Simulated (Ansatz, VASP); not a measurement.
# MnSi in VASP and in Ansatz

```
CELL_PARAMETERS angstrom
4.54800 0.00000 0.00000
0.00000 4.54800 0.00000
0.00000 0.00000 4.54800
ATOMIC_POSITIONS crystal
Mn 0.13800 0.13800 0.13800
Mn 0.36200 0.86200 0.63800
Mn 0.63800 0.36200 0.86200
Mn 0.86200 0.63800 0.36200
Si 0.84600 0.84600 0.84600
Si 0.65400 0.15400 0.34600
Si 0.34600 0.65400 0.15400
Si 0.15400 0.34600 0.65400
```

Alike in both runs: task single point; functional PBE; dispersion D4; k mesh 6 × 6 × 6; occupations fermi-dirac, width 0.1 eV; collinear spin.

```csv
,VASP,Ansatz
version,VASP 6.6.1,Ansatz 0.2.0
potentials or method,"VASP PAW PBE potentials, release 64 (Mn_pv, Si), cutoff 520 eV","plane waves, PAW"
valence electrons in the cell,68,76
```

```csv
,VASP,Ansatz,Ansatz less VASP
pressure (GPa),-10.3,-10.3,+0.03
net moment per atom (μB),0.48,0.48,-0.001
size of the moment on the site where the two differ most (μB),1.03,0.99,-0.049
```

Site moments also hang on the region over which each program counts them. VASP's potentials hold 68 valence electrons a cell and Ansatz's 76, so a difference there can come from the potentials and not from the codes.
